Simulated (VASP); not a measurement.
Set up this calculation in VASP 6.6.1, as the native input.

```yaml
Task: single point
Functional: PBE
Potentials_or_basis: VASP PAW PBE potentials, release 64 (Sr_sv, Sc_sv, Ta_pv)
Cutoff: 520 eV
k_mesh: 4 × 4 × 4
Occupations: gaussian, width 0.1 eV
Spin: no spin polarisation
Dipole_correction: no
Further_INCAR_settings: ALGO = Fast; EDIFF = 1e-06; NBANDS = 52
```

The structure of Sr3Sc4Ta lies in POSCAR:

```
Sr3Sc4Ta
1.0
    6.4207235944      0.0000000000      0.0000000000
    0.0000000000      6.4207235944      0.0000000000
    0.0000000000      0.0000000000      6.4207235944
Sr Sc Ta
3 4 1
Direct
    0.5000000000      0.0000000000      0.0000000000
    0.0000000000      0.5000000000      0.0000000000
    0.0000000000      0.0000000000      0.5000000000
    0.3327622855      0.3327622855      0.3327622855
    0.3327622855      0.6672377145      0.6672377145
    0.6672377145      0.6672377145      0.3327622855
    0.6672377145      0.3327622855      0.6672377145
    0.0000000000      0.0000000000      0.0000000000
```

One way to write it, as run:

INCAR

```
ALGO = Fast ; EDIFF = 1E-6
ENCUT = 520 ; GGA = PE
ISIF = 2 ; ISMEAR = 0
LASPH = T ; LCHARG = F
LREAL = F ; LWAVE = F
NBANDS = 52 ; NELM = 80
PREC = Accurate ; SIGMA = 0.1
```

KPOINTS

```
k-points
0
Gamma
  4 4 4
```

Potentials or basis: VASP PAW PBE potentials, release 64 (Sr_sv, Sc_sv, Ta_pv).

Run with:

```bash
$ cat potpaw_PBE.64/Sr_sv/POTCAR potpaw_PBE.64/Sc_sv/POTCAR potpaw_PBE.64/Ta_pv/POTCAR > POTCAR
$ mpirun -np 1 vasp_std > vasp.out
```

Results of the run:

```json
{
  "Pressure": "0.0 GPa",
  "Largest force": "0.034 eV/Å",
  "Band gap on the k mesh": "zero (an odd number of electrons rules out a gap without spin polarisation)"
}
```

Caveat: spin-orbit coupling is left out, which moves the levels of the heavy elements.

Wall time 3.3 min on 1 thread of Intel(R) Xeon(R) 6975P-C (Granite Rapids), with other jobs on the host, peak memory 0.41 GiB.
